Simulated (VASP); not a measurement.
# N in VASP: notebook, part 2 of 2

VASP 6.6.1.

### 3 Single point, LDA

The input, INCAR:

```
SYSTEM = N
ALGO     = Normal         ! electronic algorithm
EDIFF    = 1E-6           ! SCF threshold, eV
ENCUT    = 520            ! plane-wave cutoff, eV
GGA      = CA             ! functional
ISIF     = 2              ! what is computed and relaxed
ISMEAR   = -1             ! smearing method
LASPH    = .True.         ! aspherical terms in the spheres
LCHARG   = .True.         ! write CHGCAR
LELF     = .True.         ! ELF
LREAL    = .False.        ! projectors in reciprocal space
LVHAR    = .True.       
LWAVE    = .False.        ! write WAVECAR
NBANDS   = 42             ! bands
NELM     = 100            ! most SCF steps
PREC     = Accurate       ! precision mode
SIGMA    = 0.02           ! smearing width, eV
```

The input, KPOINTS:

```
k-points
0
Gamma
  1 1 1
  0 0 0
```

The input, POSCAR:

```
N
1.0
    7.0338500000      0.0000000000      0.0000000000
    0.0000000000      7.0338500000      0.0000000000
    0.0000000000      0.0000000000      7.0338500000
N
12
Direct
    0.2493940019      0.0026443555      1.0511881829
    0.3080816338      0.0768711303      0.9264343141
    0.4896607121      0.9000760608      0.3332456620
    0.4881537138      0.9820084307      0.4652075321
    0.7723508463      0.9158426751      0.9915622312
    0.7944297931      0.8054905919      0.8857595769
    0.0012510929      0.8370238205      0.4044442233
    0.0332108305      0.7234587033      0.3036175068
    0.8180441721      0.3912508797      0.6084008047
    0.9570576569      0.3223981177      0.6006383417
    0.3964258550      0.5317855797      1.1074731477
    0.5440406037      0.5007641619      1.0659311757
```

Potentials or basis: VASP PAW LDA potentials, release 64 (N).

Run with:

```
$ cat potpaw_LDA.64/N/POTCAR > POTCAR
$ mpirun -np 1 vasp_gam > vasp.out
```

OUTCAR:

```text
SYSTEM = N
   EDIFF = 1E-6
   ENCUT = 520
   GGA = CA
   ISIF = 2
   ISMEAR = -1
   LASPH = .True.
   LREAL = .False.
   NELM = 100
   PREC = Accurate

 ion  position               nearest neighbor table
   1  0.249  0.003  0.051-   2 1.10
   2  0.308  0.077  0.926-   1 1.10
   3  0.490  0.900  0.333-   4 1.09
   4  0.488  0.982  0.465-   3 1.09
   5  0.772  0.916  0.992-   6 1.09
   6  0.794  0.805  0.886-   5 1.09
   7  0.001  0.837  0.404-   8 1.09
   8  0.033  0.723  0.304-   7 1.09
   9  0.818  0.391  0.608-  10 1.09
  10  0.957  0.322  0.601-   9 1.09
  11  0.396  0.532  0.107-  12 1.10
  12  0.544  0.501  0.066-  11 1.10

  LATTYP: Found a simple cubic cell.
 ALAT       =     7.0338500000

  Lattice vectors:

 A1 = (   7.0338500000,   0.0000000000,   0.0000000000)
 A2 = (   0.0000000000,   7.0338500000,   0.0000000000)
 A3 = (   0.0000000000,   0.0000000000,   7.0338500000)

Analysis of symmetry for initial positions (statically):
=====================================================================
 Subroutine PRICEL returns:
 Original cell was already a primitive cell.

 Routine SETGRP: Setting up the symmetry group for a
 simple cubic supercell.

 Subroutine GETGRP returns: Found  1 space group operations
 (whereof  1 operations were pure point group operations)
 out of a pool of 48 trial point group operations.

The static configuration has the point symmetry C_1 .

Analysis of symmetry for dynamics (positions and initial velocities):
=====================================================================
[... 129 lines left out ...]
  Thomas-Fermi vector in A             =   2.035417
   LORBIT       =      0    0 simple, 1 ext, 2 COOP (PROOUT), +10 PAW based schemes
   GGA     = CA    functional components
   LHFCALC =     F    Hartree Fock is set to
   AEXX    =    0.0000 exact exchange contribution
   IVDW    =     0    specifies the selected vdW correction
   LEPSILON=     F    determine dielectric tensor
   LRPA    =     F    only Hartree local field effects (RPA)
 non-spin polarized calculation
  energy-cutoff  :      520.00
  volume of cell :      348.00
 maximum number of plane-waves:      4718
 NGX is ok and might be reduce to    54
   NGX = 27   NGY = 27   NGZ = 27

 number of electron      59.9999998 magnetization

 Free energy of the ion-electron system (eV)
  ---------------------------------------------------
  ext. energy  EPLUGINS =         0.00000000
  ---------------------------------------------------
  free energy    TOTEN  =      -105.24314755 eV

  energy without entropy =     -105.24314755  energy(sigma->0) =     -105.24314755

 E-fermi :  -6.7650     XC(G=0):  -5.8191

 val. band max:       -7.3247484198   @ k =   0.0000   0.0000   0.0000
 cond. band min:      -0.0422770394   @ k =   0.0000   0.0000   0.0000
 fundamental gap:      7.2824713803
 Fermi energy:        -6.7650376567

 k-point     1 :       0.0000    0.0000    0.0000
  band No.  band energies     occupation
      1     -25.9920      2.00000
      2     -25.8970      2.00000
      3     -25.8200      2.00000
      4     -25.7647      2.00000
      5     -25.7552      2.00000
      6     -25.6893      2.00000
[... 34 lines left out ...]
     41       0.8307      0.00000
     42       0.9847      0.00000

------------------------ aborting loop because EDIFF is reached ----------------------------------------

  FORCE on cell =-STRESS in cart. coord.  units (eV):
  Direction    XX          YY          ZZ          XY          YZ          ZX
  --------------------------------------------------------------------------------------
  -------------------------------------------------------------------------------------
  Total        1.6609066      3.0725318      3.6167648     -1.3387138      3.0505352     -0.7268723
  in kB        7.6467429     14.1458048     16.6514303     -6.1633810     14.0445333     -3.3464888
  external PRESSURE =      12.8146593 kB  Pullay stress =       0.0000000 kB

 VOLUME and BASIS-vectors are now :
 -----------------------------------------------------------------------------
  energy-cutoff  :      520.00
  volume of cell :      348.00
      direct lattice vectors                 reciprocal lattice vectors
     7.033850000  0.000000000  0.000000000     0.142169651  0.000000000  0.000000000
     0.000000000  7.033850000  0.000000000     0.000000000  0.142169651  0.000000000
     0.000000000  0.000000000  7.033850000     0.000000000  0.000000000  0.142169651

 POSITION                                       TOTAL-FORCE (eV/Angst)
 -----------------------------------------------------------------------------------
      1.75420      0.01860      0.36005        -0.241316     -0.104732      0.114740
      2.16700      0.54070      6.51640         0.167290      0.178617     -0.268165
      3.44420      6.33100      2.34400         0.141758     -0.944118     -1.331747
      3.43360      6.90730      3.27220        -0.005200      0.921519      1.477435
      5.43260      6.44190      6.97450        -0.390429      1.971209      1.864053
      5.58790      5.66570      6.23030         0.392007     -1.953007     -1.919984
      0.00880      5.88750      2.84480        -0.393508      1.352476      1.245459
      0.23360      5.08870      2.13560         0.324351     -1.376052     -1.166045
      5.75400      2.75200      4.27940        -1.543096      0.762987      0.073681
      6.73180      2.26770      4.22480         1.533837     -0.766647     -0.069129
      2.78840      3.74050      0.75595        -0.394913      0.067647      0.090398
      3.82670      3.52230      0.46375         0.409219     -0.109900     -0.110697
 -----------------------------------------------------------------------------------
    total drift:                               -0.000316      0.000087     -0.000418

  FREE ENERGIE OF THE ION-ELECTRON SYSTEM (eV)
  ---------------------------------------------------
  free  energy   TOTEN  =      -105.2431475452 eV

  energy  without entropy=     -105.2431475452  energy(sigma->0) =     -105.24314755
```

OSZICAR:

```text
N       E                     dE             d eps       ncg     rms          rms(c)
DAV:   1     0.596465853018E+03    0.59647E+03   -0.29705E+04    84   0.125E+03
DAV:   2    -0.339011628210E+02   -0.63037E+03   -0.60525E+03   128   0.294E+02
DAV:   3    -0.109786867308E+03   -0.75886E+02   -0.75224E+02   104   0.115E+02
DAV:   4    -0.111246745482E+03   -0.14599E+01   -0.14483E+01   104   0.176E+01
DAV:   5    -0.111277268349E+03   -0.30523E-01   -0.30488E-01   134   0.227E+00    0.197E+01
DAV:   6    -0.106405978330E+03    0.48713E+01   -0.72435E+00    92   0.120E+01    0.111E+01
DAV:   7    -0.105276613581E+03    0.11294E+01   -0.41992E+00   102   0.937E+00    0.307E+00
DAV:   8    -0.105241718456E+03    0.34895E-01   -0.35449E-01   112   0.265E+00    0.536E-01
DAV:   9    -0.105241528808E+03    0.18965E-03   -0.16411E-02   102   0.539E-01    0.275E-01
DAV:  10    -0.105242706037E+03   -0.11772E-02   -0.58241E-04   112   0.137E-01    0.880E-02
DAV:  11    -0.105243033950E+03   -0.32791E-03   -0.74916E-04   102   0.120E-01    0.342E-02
DAV:  12    -0.105243067463E+03   -0.33512E-04   -0.34939E-05   112   0.323E-02    0.140E-02
DAV:  13    -0.105243144238E+03   -0.76775E-04   -0.35836E-05   104   0.258E-02    0.139E-02
DAV:  14    -0.105243146078E+03   -0.18404E-05   -0.21337E-06    96   0.911E-03    0.442E-03
DAV:  15    -0.105243147339E+03   -0.12609E-05   -0.28099E-06    88   0.966E-03    0.247E-03
DAV:  16    -0.105243147545E+03   -0.20633E-06   -0.29780E-07    48   0.310E-03
   1 F= -.10524315E+03 E0= -.10524315E+03  d E =-.814533E-12
```

It took 19 s on 1 thread of AMD EPYC 7R13 (Zen 3), shared host; peak memory 0.23 GiB.

What came out:

| Item | Value |
| --- | --- |
| Free energy | -105.2431 eV |
| Pressure | 1.3 GPa |
| Largest force | 2.767 eV/Å |

Forces on the atoms (eV/Å):
```
N   -0.241 -0.105  0.115
N    0.167  0.179 -0.268
N    0.142 -0.944 -1.332
N   -0.005  0.922  1.477
N   -0.390  1.971  1.864
N    0.392 -1.953 -1.920
N   -0.394  1.352  1.245
N    0.324 -1.376 -1.166
N   -1.543  0.763  0.074
N    1.534 -0.767 -0.069
N   -0.395  0.068  0.090
N    0.409 -0.110 -0.111
```

Caveat: the k points lie up to 0.89 Å⁻¹ apart, too coarse for converged energies, forces and pressures; the standard files for N, O and F lose accuracy on very short bonds.

### 4 Molecular dynamics, LDA

The input, INCAR:

```
SYSTEM = N
  PREC = Accurate
  ENCUT = 520
  EDIFF = 1E-5
  ISMEAR = -1
  SIGMA = 0.02
  LREAL = .False.
  LASPH = .True.
  NELM = 60
  ALGO = Normal
  ISIF = 2
  LWAVE = .False.
  LCHARG = .False.
  GGA = CA
  NBANDS = 42
  IBRION = 0
  NSW = 40
  POTIM = 1.5
  TEBEG = 250.0
  TEEND = 250.0
  ISYM = 0
  NELMIN = 4
  RANDOM_SEED = 417128 0 0
  MDALGO = 3
  LANGEVIN_GAMMA = 20
```

The input, KPOINTS:

```
Automatic mesh
0
Gamma
  1 1 1
  0 0 0
```

The input, POSCAR:

```
N
1.0
    7.0338500000      0.0000000000      0.0000000000
    0.0000000000      7.0338500000      0.0000000000
    0.0000000000      0.0000000000      7.0338500000
N
12
Direct
    0.2522952300     -0.0746384600      0.9800531800
    0.2877969700      0.0260859600      0.8670946600
    0.5406259100      0.7515046100      0.4643557300
    0.5295162900      0.8628048200      0.3564090200
    0.8123399600      0.9125715700      0.9911085000
    0.7016196700      0.8670517300      0.8919545600
    0.0896921600      0.6994332900      0.3564705200
   -0.0476578100      0.6472029100      0.3059026600
    0.9216348500      0.3628329600      0.7062038500
    0.9396267000      0.2129308900      0.6691223000
    0.5033437100      0.5129567800      1.0238159500
    0.5396927600      0.3957570400      0.9283177900
```

Run with:

```
$ cat potpaw_LDA.64/N/POTCAR > POTCAR
$ mpirun -np 1 vasp_gam > vasp.out
```

Wall time 5 min (1 thread of AMD EPYC 7R13 (Zen 3), shared host); peak memory 0.26 GiB.

Caveat: the k points lie up to 0.89 Å⁻¹ apart, too coarse for converged energies, forces and pressures; the standard files for N, O and F lose accuracy on very short bonds.

### 5 Summary

```csv
task,cell,pressure (GPa),largest force (eV/Å)
single point,"as given, atomic positions A",1.6,4.40
single point,"as given, atomic positions B",1.3,2.77
molecular dynamics,"as given, atomic positions C",-,-
```

Alike in all rows: level LDA; potentials or basis VASP PAW LDA potentials, release 64 (N); no spin polarisation; k mesh 1 × 1 × 1; cutoff (eV) 520; smearing fermi-dirac 0.02 eV.

Caveats: all runs use coarse meshes; the standard files for N, O and F lose accuracy on very short bonds.

Total energies depend on the potentials used, so only differences within one code and one set of settings carry meaning.
